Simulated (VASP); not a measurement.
Input of a VASP 6.6.1 run:

The input INCAR:

```
SYSTEM = TaAs
PREC = Accurate
ENCUT = 520
EDIFF = 1E-6
ISMEAR = -1
SIGMA = 0.05
LREAL = .FALSE.
LASPH = .TRUE.
NELM = 150
ALGO = Normal
ISIF = 2
LWAVE = .FALSE.
LCHARG = .FALSE.
LMAXMIX = 4
LDAU = .TRUE.
LDAUTYPE = 2
LDAUL = 2 -1
LDAUU = 6 0
LDAUJ = 0 0
LDAUPRINT = 1
GGA = PS
NBANDS = 24
```

Contents of KPOINTS:

```
Automatic mesh
0
G
  11 11 11
  0 0 0
```

Contents of POSCAR:

```
TaAs
1.0
   -1.7218133622      1.7218133622      5.8679415361
    1.7218133622     -1.7218133622      5.8679415361
    1.7218133622      1.7218133622     -5.8679415361
Ta As
2 2
Direct
    0.4999673000      0.4999673000      0.0000000000
    0.2499673000      0.7499673000      0.5000000000
    0.0826321200      0.0826321200      0.0000000000
    0.8326321200      0.3326321200      0.5000000000
```

Potentials or basis: VASP PAW PBE potentials, release 64 (Ta_pv, As).

Command:

```sh
$ cat potpaw_PBE.64/Ta_pv/POTCAR potpaw_PBE.64/As/POTCAR > POTCAR
$ mpirun -np 1 vasp_std > vasp.out
```

Q: Estimate the largest force.

A: 0.025 eV/Å.

Q: What does it give for the pressure?

A: 6.7 GPa.

Eigenvalues of the final occupation matrices:
```csv
site,spin,trace,eigenvalues
site 1 d,1,1.09,0.20 0.22 0.22 0.23 0.23
site 1 d,2,1.09,0.20 0.22 0.22 0.23 0.23
site 2 d,1,1.09,0.20 0.22 0.22 0.23 0.23
site 2 d,2,1.09,0.20 0.22 0.22 0.23 0.23
```

Caveat: the PAW data sets were made with another functional, which shifts forces and pressure a little; spin-orbit coupling is left out, which moves the levels of the heavy elements; U without spin polarisation on a metal has little footing; the U is typed as a test and isn't derived for this compound.
